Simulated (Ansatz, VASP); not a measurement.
Two plane-wave programs on MgCd2Se3

```
Mg Cd Se
1.0
     4.34360    0.00000    0.00000
    -2.17180    3.76167    0.00000
     0.00000    0.00000   21.16200
Mg Cd Se
2 4 6
Cartesian
  2.1718 1.2539 3.5789
  0.0000 2.5078 6.9494
  2.1718 1.2539 10.4752
  2.1718 1.2539 17.6783
  0.0000 2.5078 14.0755
  0.0000 2.5078 0.1254
  2.1718 1.2539 6.1770
  2.1718 1.2539 13.1612
  2.1718 1.2539 20.3666
  0.0000 2.5078 2.8118
  0.0000 2.5078 9.5549
  0.0000 2.5078 16.7636
```

Alike in both runs: functional PBE; k mesh 6 × 6 × 2; occupations gaussian, width 0.02 eV; no spin polarisation.

Ansatz relaxed the structure, and its values are those at the end. VASP's run is a single point on that final structure, the one shown.

|  | VASP | Ansatz |
| --- | --- | --- |
| version | VASP 6.6.1 | Ansatz 0.2.0 |
| potentials or method | VASP PAW PBE potentials, release 64 (Mg, Cd, Se), cutoff 520 eV | scalar-relativistic, plane waves, PAW |
| valence electrons in the cell | 88 | 196 |

|  | VASP | Ansatz | Ansatz less VASP |
| --- | --- | --- | --- |
| gap on the k mesh at the Fermi level (eV) | 0.91 | 0.91 | +0.002 |
| least direct gap on the mesh (eV) | 0.91 | 0.91 | +0.002 |
| pressure (GPa) | 0.2 | 0.0 | -0.16 |
| rms of the force components (eV/Å) | 0.007 | 0.000 | -0.0071 |

VASP's potentials hold 88 valence electrons a cell and Ansatz's 196, so a difference there can come from the potentials and not from the codes.
